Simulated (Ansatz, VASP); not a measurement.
Two plane-wave programs on Zn

Contents of INCAR:

```
SYSTEM = Zn
PREC = Accurate
ENCUT = 520
EDIFF = 1E-7
ISMEAR = -1
SIGMA = 0.1
LREAL = .FALSE.
LASPH = .TRUE.
NELM = 60
ALGO = Normal
ISIF = 2
LWAVE = .FALSE.
LCHARG = .FALSE.
GGA = PE
NBANDS = 12
```

File KPOINTS:

```
regular mesh
0
G
  15 15 15
  0 0 0
```

The input POSCAR:

```
Zn
1.0
    0.0000000000      2.0413693298      2.0413693298
    2.0413693298      0.0000000000      2.0413693298
    2.0413693298      2.0413693298      0.0000000000
Zn
1
Direct
    0.0000000000      0.0000000000      0.0000000000
```

Input for Ansatz:

```yaml
crystal:
  lattice:
    - [0.0, 2.0413693298, 2.0413693298]
    - [2.0413693298, 0.0, 2.0413693298]
    - [2.0413693298, 2.0413693298, 0.0]
  atoms:
    - { symbol: Zn, position: [0.0, 0.0, 0.0] }
hamiltonian:
  xc: pbe
  pseudopotentials:
    kind: paw
    azcp:
      Zn: "pseudopotentials/Zn.paw.azcp"
basis:
  ecutwfc: 420
  fft_grid_basis: typed
kpoints:
  mp_grid: { grid: [15, 15, 15], shift: [0, 0, 0] }
magnetization:
  spin_polarized: false
scf:
  occupations: { method: fermi_dirac, width: 0.1 }
  lower_state_search: "off"
output:
  stress: true
```

Alike in both runs: task single point; functional PBE; k mesh 15 × 15 × 15; occupations fermi-dirac, width 0.1 eV; no spin polarisation.

```csv
,VASP,Ansatz
version,VASP 6.6.1,Ansatz 0.2.0
potentials or method,"VASP PAW PBE potentials, release 64 (Zn), cutoff 520 eV","plane waves (420 eV) with PAW, scalar-relativistic"
valence electrons in the cell,12,12
```

|  | VASP | Ansatz | Ansatz less VASP |
| --- | --- | --- | --- |
| pressure (GPa) | -5.6 | -5.8 | -0.18 |

With one functional, cell and mesh, what is left measures potentials, basis and numerics.
